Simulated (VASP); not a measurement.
**Al: single point with BLYP**

Al:

```xyz
3
Lattice="4.6751 0.0000 0.0000 -2.3375 4.0487 0.0000 0.0000 0.0000 2.9312" Properties=species:S:1:pos:R:3 pbc="T T T"
Al   -2.3375    4.0487    0.0000
Al    0.0000    2.6992    1.4656
Al    2.3375    1.3496    1.4656
```

```
Program             : VASP 6.6.1
Task                : single point
Functional          : BLYP
Potentials or basis : VASP PAW PBE potentials, release 64 (Al)
Cutoff              : 500 eV
k mesh              : 8 × 8 × 11
Occupations         : fermi-dirac, width 0.1 eV
Spin                : no spin polarisation
```

```json
{"Pressure": "0.1 GPa"}
```

Levels at points of the mesh, in eV from the Fermi level:
| k point | band 2 | band 3 | band 4 | band 5 | band 6 | band 7 |
| --- | --- | --- | --- | --- | --- | --- |
| (0.00, 0.00, 0.00) | -1.72 | -1.72 | -1.58 | -1.58 | -1.39 | -1.26 |
| (0.50, 0.00, 0.00) | -8.07 | -3.75 | -3.64 | 4.43 | 4.62 | 4.79 |

Run time: 43 s on 1 thread of Intel Xeon 8259CL (shared host), peak memory 0.18 GiB.

Caveat: the PAW data sets were made with another functional, which shifts forces and pressure a little.
